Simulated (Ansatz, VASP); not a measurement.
Sb: VASP beside Ansatz

The input INCAR:

```
SYSTEM = Sb
PREC     = Accurate       ! precision mode
ENCUT    = 600            ! plane-wave cutoff, eV
EDIFF    = 1E-7           ! SCF threshold, eV
ISMEAR   = 0              ! smearing method
SIGMA    = 0.1            ! smearing width, eV
LREAL    = .FALSE.        ! projectors in reciprocal space
LASPH    = .TRUE.         ! aspherical terms in the spheres
NELM     = 80             ! most SCF steps
ALGO     = Normal         ! electronic algorithm
ISIF     = 3              ! what is computed and relaxed
LWAVE    = .FALSE.        ! write WAVECAR
LCHARG   = .FALSE.        ! write CHGCAR
GGA      = PE             ! functional
IBRION   = 2              ! ionic algorithm
NSW      = 100            ! ionic steps
EDIFFG   = -0.01          ! ionic threshold
```

Contents of KPOINTS:

```
regular mesh
0
G
  22 22 22
  0 0 0
```

File POSCAR:

```
Sb
1.0
   -1.6418890428      1.9903706060      2.1244423984
    1.6418890428     -1.9903706060      2.1244423984
    1.6418890428      1.9903706060     -2.1244423984
Sb
1
Direct
    0.0000000000      0.5000000000      0.5000000000
```

Input for Ansatz:

```yaml
crystal:
  lattice:
    - [-1.6418890428, 1.990370606, 2.1244423984]
    - [1.6418890428, -1.990370606, 2.1244423984]
    - [1.6418890428, 1.990370606, -2.1244423984]
  atoms:
    - { symbol: Sb, position: [0.0, 0.5, 0.5] }
basis:
  ecutwfc: 420
kpoints:
  mp_grid: { grid: [22, 22, 22] }
hamiltonian:
  xc: pbe
scf:
  occupations: { method: gaussian, width: 0.1 }
output:
  forces: true
  stress: true
  eigenvalues: true
relax:
  adjacent_minimum: "off"
  f_tol: 0.01
  max_steps: 80
  cell: { stress_tol: 0.05 }
```

Alike in both runs: task relaxation of cell and atoms; functional PBE; k mesh 22 × 22 × 22; occupations gaussian, width 0.1 eV; no spin polarisation.

|  | VASP | Ansatz |
| --- | --- | --- |
| version | VASP 6.6.1 | Ansatz 0.2.0 |
| potentials or method | VASP PAW PBE potentials, release 64 (Sb), cutoff 600 eV | scalar-relativistic, plane waves, PAW |
| valence electrons in the cell | 5 | 15 |

```csv
,VASP,Ansatz,Ansatz less VASP
"gap on the k mesh at the Fermi level, each at its own relaxed structure (eV)",none,none,-
relaxed volume (Å³/atom),27.16,27.22,+0.059
relaxed length of the cell vector where the two differ most in proportion (Å),3.280,3.282,+0.0024
```

A gap of «none» marks a metal or a gap that the smearing closes. VASP's potentials hold 5 valence electrons a cell and Ansatz's 15, so a difference there can come from the potentials and not from the codes.

Neither program's run includes spin-orbit coupling.
